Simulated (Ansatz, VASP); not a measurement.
## One calculation of Li16H, two programs

```
Li H
1.0
     6.98000    0.00000    0.00000
     0.00000    6.98000    0.00000
     0.00000    0.00000    6.98000
Li H
16 1
Direct
  0.98768 0.00101 0.99943
  0.51254 0.00022 0.99940
  0.01167 0.48478 0.99964
  0.99468 0.99322 0.49952
  0.24957 0.24191 0.26002
  0.48780 0.48443 0.99963
  0.50474 0.99308 0.49950
  0.74954 0.26047 0.25839
  0.99934 0.51193 0.49973
  0.24923 0.75142 0.24644
  0.24956 0.24193 0.73948
  0.49963 0.51163 0.49971
  0.74905 0.75266 0.22534
  0.74953 0.26075 0.74115
  0.24921 0.75139 0.75308
  0.74902 0.75319 0.77483
  0.75097 0.88840 0.00082
```

Alike in both runs: functional PBEsol; k mesh 3 × 3 × 3; occupations fermi-dirac, width 0.1 eV; no spin polarisation.

Ansatz relaxed the structure, and its values are those at the end. VASP's run is a single point on that final structure, the one shown.

|  | VASP | Ansatz |
| --- | --- | --- |
| version | VASP 6.6.1 | Ansatz 0.2.0 |
| potentials or method | VASP PAW PBE potentials, release 64 (Li_sv, H), cutoff 520 eV | scalar-relativistic, plane waves, PAW |
| valence electrons in the cell | 49 | 49 |

|  | VASP | Ansatz | Ansatz less VASP |
| --- | --- | --- | --- |
| rms of the force components (eV/Å) | 0.005 | 0.005 | 0.0000 |

VASP's potentials were made for PBE, not for PBEsol.

Noted on VASP's run: the cutoff is under 1.25 times that of the potentials, so the pressure is a little rough.
